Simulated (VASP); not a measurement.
# GaN (F-43m) in VASP: further runs, part 2 of 2

VASP 6.6.1.

### 6 Single point, PBE

This run uses another cell than the first one: it holds 6 atoms, not 8.

File INCAR:

```
SYSTEM = GaN
ALGO = Normal
EDIFF = 1E-7
ENCUT = 520
GGA = PE
ISIF = 2
ISMEAR = 0
LASPH = .TRUE.
LCHARG = .FALSE.
LREAL = .FALSE.
LWAVE = .FALSE.
NBANDS = 36
NELM = 100
PREC = Accurate
SIGMA = 0.02
```

File KPOINTS:

```
k-points
0
G
  10 10 10
  0 0 0
```

File POSCAR:

```
GaN
1.0
    0.0000000000      2.2742384873     -2.2742384873
    4.5484769745      0.0000000000      0.0000000000
   -2.2742384873     -4.5484769745     -2.2742384873
Ga N
3 3
Direct
    0.0000000000      0.0000000000      0.0000000000
    0.3333333333      0.3333333333      0.6666666667
    0.6666666667      0.6666666667      0.3333333333
    0.8333333333      0.5833333333      0.6666666667
    0.1666666667      0.9166666667      0.3333333333
    0.5000000000      0.2500000000      0.0000000000
```

Potentials or basis: VASP PAW PBE potentials, release 64 (Ga_d, N).

Run with:

```bash
> cat potpaw_PBE.64/Ga_d/POTCAR potpaw_PBE.64/N/POTCAR > POTCAR
> mpirun -np 1 vasp_std > vasp.out
```

OUTCAR:

```text
SYSTEM = GaN
   EDIFF = 1E-7
   ENCUT = 520
   GGA = PE
   ISIF = 2
   ISMEAR = 0
   LASPH = .TRUE.
   LREAL = .FALSE.
   NELM = 100
   PREC = Accurate

 ion  position               nearest neighbor table
   1  0.000  0.000  0.000-   5 1.97   4 1.97   6 1.97   6 1.97
   2  0.333  0.333  0.667-   6 1.97   5 1.97   4 1.97   4 1.97
   3  0.667  0.667  0.333-   6 1.97   5 1.97   5 1.97   4 1.97
   4  0.833  0.583  0.667-   1 1.97   2 1.97   2 1.97   3 1.97
   5  0.167  0.917  0.333-   1 1.97   2 1.97   3 1.97   3 1.97
   6  0.500  0.250  0.000-   2 1.97   3 1.97   1 1.97   1 1.97

  LATTYP: Found a body centered orthorhombic cell.
 ALAT       =     3.2162589128
 B/A-ratio  =     1.4142135623
 C/A-ratio  =     3.0000000000

  Lattice vectors:

 A1 = (   2.2742384873,   4.5484769745,   2.2742384873)
 A2 = (  -2.2742384872,   2.2742384872,   4.5484769746)
 A3 = (   2.2742384872,  -4.5484769745,  -2.2742384873)

Analysis of symmetry for initial positions (statically):
=====================================================================
 Subroutine PRICEL returns following result:

  LATTYP: Found a face centered cubic cell.
 ALAT       =     4.5484769739

  Lattice vectors:

 A1 = (  -0.0000000007,   2.2742384866,  -2.2742384873)
 A2 = (   2.2742384870,   2.2742384870,   0.0000000000)
 A3 = (   2.2742384868,  -0.0000000004,  -2.2742384873)

   3 primitive cells build up your supercell.

 Routine SETGRP: Setting up the symmetry group for a
 body centered orthorhombic supercell.

 Subroutine GETGRP returns: Found  4 space group operations
 (whereof  4 operations were pure point group operations)
 out of a pool of  8 trial point group operations.

The static configuration has the point symmetry C_2v.

Analysis of symmetry for dynamics (positions and initial velocities):
=====================================================================
 Subroutine PRICEL returns following result:

  LATTYP: Found a face centered cubic cell.
 ALAT       =     4.5484769739

  Lattice vectors:

 A1 = (  -0.0000000007,   2.2742384866,  -2.2742384873)
 A2 = (   2.2742384870,   2.2742384870,   0.0000000000)
 A3 = (   2.2742384868,  -0.0000000004,  -2.2742384873)

   3 primitive cells build up your supercell.

 Routine SETGRP: Setting up the symmetry group for a
 body centered orthorhombic supercell.

 Subroutine GETGRP returns: Found  4 space group operations
 (whereof  4 operations were pure point group operations)
 out of a pool of  8 trial point group operations.

The dynamic configuration has the point symmetry C_2v.

 Subroutine INISYM returns: Found  4 space group operations
 (whereof  4 operations are pure point group operations),
 and found     3 'primitive' translations

----------------------------------------------------------------------------------------

[... 32 lines left out ...]
     0.000000000  0.014656921 -0.029313842     0.100000000  0.000000000  0.000000000
     0.021985381 -0.007328460 -0.007328460     0.000000000  0.100000000 -0.000000000
     0.000000000 -0.014656921 -0.014656921     0.000000000  0.000000000  0.100000000

  Length of vectors
     0.032773871  0.024305753  0.020728016

  Shift w.r.t. Gamma in fractional coordinates (k-lattice)
     0.000000000  0.000000000  0.000000000

 Subroutine IBZKPT returns following result:
 ===========================================

 Found    171 irreducible k-points:

 Following reciprocal coordinates:
            Coordinates               Weight
  0.000000  0.000000  0.000000      1.000000
  0.100000  0.000000  0.000000      4.000000
  0.200000  0.000000  0.000000      4.000000
  0.300000  0.000000  0.000000      4.000000
  0.400000  0.000000  0.000000      4.000000
  0.500000  0.000000  0.000000      2.000000
[... 16 lines left out ...]
 -0.400000  0.200000 -0.000000      8.000000
 -0.300000  0.200000 -0.000000      8.000000
 [... further k-points ...]
   k-points           NKPTS =    171   k-points in BZ     NKDIM =    171   number of bands    NBANDS=     36
   number of dos      NEDOS =    301   number of ions     NIONS =      6
   total plane-waves  NPLWV =  36288
   dimension x,y,z NGX =    24 NGY =   36 NGZ =   42
   dimension x,y,z NGXF=    48 NGYF=   72 NGZF=   84
   ions per type =               3   3
   NGX,Y,Z   is equivalent  to a cutoff of  12.41, 13.16, 12.53 a.u.
   NGXF,Y,Z  is equivalent  to a cutoff of  24.81, 26.32, 25.07 a.u.
 SYSTEM =  GaN
   PREC   = accura    normal or accurate (medium, high low for compatibility)
   ISTART =      0    job   : 0-new  1-cont  2-samecut
   ICHARG =      2    charge: 1-file 2-atom 10-const
   ISPIN  =      1    spin polarized calculation?
   LNONCOLLINEAR =      F non collinear calculations
   LSORBIT =      F    spin-orbit coupling
   LASPH  =      T    aspherical Exc in radial PAW
   ENCUT  =  520.0 eV  38.22 Ry    6.18 a.u.   5.98  8.46 10.36*2*pi/ulx,y,z
   NELM   =    100;   NELMIN=  2; NELMDL= -5     # of ELM steps
   EDIFF  = 0.1E-06   stopping-criterion for ELM
   LREAL  =      F    real-space projection
   EDIFFG = 0.1E-05   stopping-criterion for IOM
   NSW    =      0    number of steps for IOM
   IBRION =     -1    ionic relax: 0-MD 1-quasi-New 2-CG
   NFREE  =      0    steps in history (QN), initial steepest desc. (CG)
   ISIF   =      2    stress and relaxation
   ISYM   =      2    0-nonsym 1-usesym 2-fastsym
   POTIM  = 0.5000    time-step for ionic-motion
   TEBEG  =    0.0;   TEEND  =   0.0 temperature during run
   PSTRESS=    0.0 pullay stress
   NELECT =      54.0000    total number of electrons
   NUPDOWN=      -1.0000    fix difference up-down
   EMIN   =  10.00;   EMAX   =-10.00  energy-range for DOS
   EFERMI =   0.00;   METHOD = LEGACY
   ISMEAR =     0;   SIGMA  =   0.02  broadening in eV -4-tet -1-fermi 0-gaus
   EFERMI_NEDOS =   21; number of points for ismear=-14 and -15
   IALGO  =     38    algorithm
   IMIX   =      4    mixing-type and parameters
     AMIX     =   0.40;   BMIX     =  1.00
     AMIX_MAG =   1.60;   BMIX_MAG =  1.00
  volume/ion in A,a.u.               =      11.76        79.38
  Fermi-wavevector in a.u.,A,eV,Ry     =   1.497337  2.829557 30.504523  2.242019
  Thomas-Fermi vector in A             =   2.609238
   LORBIT       =      0    0 simple, 1 ext, 2 COOP (PROOUT), +10 PAW based schemes
   GGA     = PE    functional components
   LHFCALC =     F    Hartree Fock is set to
   AEXX    =    0.0000 exact exchange contribution
   IVDW    =     0    specifies the selected vdW correction
   LEPSILON=     F    determine dielectric tensor
   LRPA    =     F    only Hartree local field effects (RPA)
 non-spin polarized calculation
 Gauss-broadening in eV      SIGMA  =   0.02
  energy-cutoff  :      520.00
  volume of cell :       70.58
 maximum number of plane-waves:      1927
   NGX = 11   NGY = 17   NGZ = 21

 number of electron      54.0000031 magnetization

 Free energy of the ion-electron system (eV)
  ---------------------------------------------------
  ext. energy  EPLUGINS =         0.00000000
  ---------------------------------------------------
  free energy    TOTEN  =       -36.46104050 eV

  energy without entropy =      -36.46104050  energy(sigma->0) =      -36.46104050

 E-fermi :   5.1023     XC(G=0): -11.5207

 val. band max:        4.9866516830   @ k =   0.0000   0.0000   0.0000
 cond. band min:       6.5338522528   @ k =   0.0000   0.0000   0.0000
 fundamental gap:      1.5472005698
 Fermi energy:         5.1023081599

 k-point     1 :       0.0000    0.0000    0.0000
  band No.  band energies     occupation
      1     -10.7159      2.00000
      2      -9.7775      2.00000
      3      -9.7775      2.00000
      4      -8.4355      2.00000
      5      -8.4355      2.00000
      6      -8.4355      2.00000
[... 925 lines left out ...]
     35      15.3753      0.00000
     36      15.5496      0.00000

 [... further k-points ...]
[... 5 lines left out ...]
  --------------------------------------------------------------------------------------
  -------------------------------------------------------------------------------------
  Total        0.0395307      0.0396165      0.0396165      0.0000000     -0.0004396      0.0000000
  in kB        0.8974004      0.8993483      0.8993483      0.0000000     -0.0099804      0.0000000
  external PRESSURE =       0.8986990 kB  Pullay stress =       0.0000000 kB

 VOLUME and BASIS-vectors are now :
 -----------------------------------------------------------------------------
  energy-cutoff  :      520.00
  volume of cell :       70.58
      direct lattice vectors                 reciprocal lattice vectors
     0.000000000  2.274238487 -2.274238487     0.000000000  0.146569208 -0.293138416
     4.548476974  0.000000000  0.000000000     0.219853812 -0.073284604 -0.073284604
    -2.274238487 -4.548476974 -2.274238487     0.000000000 -0.146569208 -0.146569208

 POSITION                                       TOTAL-FORCE (eV/Angst)
 -----------------------------------------------------------------------------------
      0.00000      0.00000      0.00000         0.000026      0.000000     -0.000000
     -0.00000     -2.27424     -2.27424         0.000026     -0.000000     -0.000000
      2.27424      0.00000     -2.27424         0.000026      0.000000     -0.000000
      1.13712     -1.13712     -3.41136        -0.000026     -0.000000     -0.000000
      3.41136     -1.13712     -1.13712        -0.000026     -0.000000      0.000000
      1.13712      1.13712     -1.13712        -0.000026      0.000000      0.000000
 -----------------------------------------------------------------------------------
    total drift:                               -0.000322      0.000011      0.000014

  FREE ENERGIE OF THE ION-ELECTRON SYSTEM (eV)
  ---------------------------------------------------
  free  energy   TOTEN  =       -36.4610405041 eV

  energy  without entropy=      -36.4610405041  energy(sigma->0) =      -36.46104050
```

OSZICAR:

```text
N       E                     dE             d eps       ncg     rms          rms(c)
DAV:   1     0.498002341221E+03    0.49800E+03   -0.25972E+04 13952   0.275E+03
DAV:   2     0.409032459894E+02   -0.45710E+03   -0.43363E+03 13076   0.588E+02
DAV:   3    -0.374335464900E+02   -0.78337E+02   -0.76559E+02 13996   0.182E+02
DAV:   4    -0.422218280127E+02   -0.47883E+01   -0.47487E+01 16632   0.463E+01
DAV:   5    -0.423289146560E+02   -0.10709E+00   -0.10686E+00 14708   0.700E+00    0.132E+01
DAV:   6    -0.362976334571E+02    0.60313E+01   -0.16892E+01 22176   0.516E+01    0.362E+00
DAV:   7    -0.364901159264E+02   -0.19248E+00   -0.25905E+00 13416   0.103E+01    0.330E+00
DAV:   8    -0.364801346062E+02    0.99813E-02   -0.26178E-01 19096   0.562E+00    0.814E-01
DAV:   9    -0.364599960603E+02    0.20139E-01   -0.90385E-02 19748   0.414E+00    0.370E-01
DAV:  10    -0.364610505233E+02   -0.10545E-02   -0.76234E-03 13484   0.731E-01    0.726E-02
DAV:  11    -0.364610398513E+02    0.10672E-04   -0.17755E-03 17948   0.604E-01    0.640E-02
DAV:  12    -0.364610463960E+02   -0.65448E-05   -0.18891E-04 13720   0.892E-02    0.401E-02
DAV:  13    -0.364610432789E+02    0.31172E-05   -0.96447E-05 20016   0.701E-02    0.143E-02
DAV:  14    -0.364610402338E+02    0.30450E-05   -0.15375E-05 13892   0.277E-02    0.930E-03
DAV:  15    -0.364610403548E+02   -0.12096E-06   -0.15522E-06 17344   0.140E-02    0.474E-03
DAV:  16    -0.364610404754E+02   -0.12060E-06   -0.13414E-07  9560   0.360E-03    0.212E-03
DAV:  17    -0.364610405041E+02   -0.28706E-07   -0.20179E-07 11024   0.270E-03
   1 F= -.36461041E+02 E0= -.36461041E+02  d E =-.100507E-18
```

stdout:

```text
POSCAR found type information on POSCAR GaN
 POSCAR found :  2 types and       6 ions
 scaLAPACK will be used
 LDA part: xc-table for (Slater+PW92), standard interpolation
 POSCAR, INCAR and KPOINTS ok, starting setup
 FFT: planning ... GRIDC
 FFT: planning ... GRID_SOFT
 FFT: planning ... GRID
 WAVECAR not read
 entering main loop
```

It took 6.9 min on 1 thread of Intel Xeon Platinum 8259CL at 2.50GHz (Skylake/Cascade Lake), shared host; peak memory 0.42 GiB.

Results:

| Property | Result |
| --- | --- |
| Free energy | -36.4610 eV |
| Pressure | 0.1 GPa |
| Band gap on the k mesh | 1.55 eV |

A k mesh can miss the band edges. Expect the measured gap to be larger: semilocal functionals such as PBE lack the derivative discontinuity.

### 7 The runs side by side

```tsv
cell	k mesh	smearing	gap on the mesh (eV)	pressure (GPa)
a = 4.548 Å, 8 atoms	6 × 6 × 6	gaussian 0.05 eV	1.55	0.2
a = 6.433 Å, angles 60.0°, 16 atoms	4 × 4 × 4	gaussian 0.05 eV	1.55	0.1
a = 3.216, b = 3.216, c = 7.878 Å, angles 90.0, 90.0, 60.0°, 6 atoms	10 × 10 × 4	gaussian 0.05 eV	1.55	0.1
a = 3.216, b = 3.216, c = 9.097 Å, 8 atoms	8 × 8 × 3	gaussian 0.05 eV	1.55	0.1
a = 3.216, b = 4.548, c = 5.571 Å, angles 114.1, 106.8, 90.0°, 6 atoms	10 × 10 × 10	gaussian 0.02 eV	1.55	0.1
```

Alike in all rows: task single point; level PBE; potentials or basis VASP PAW PBE potentials, release 64 (Ga_d, N); no spin polarisation; cutoff (eV) 520.

Absolute energies hang on the potentials; compare differences alone.
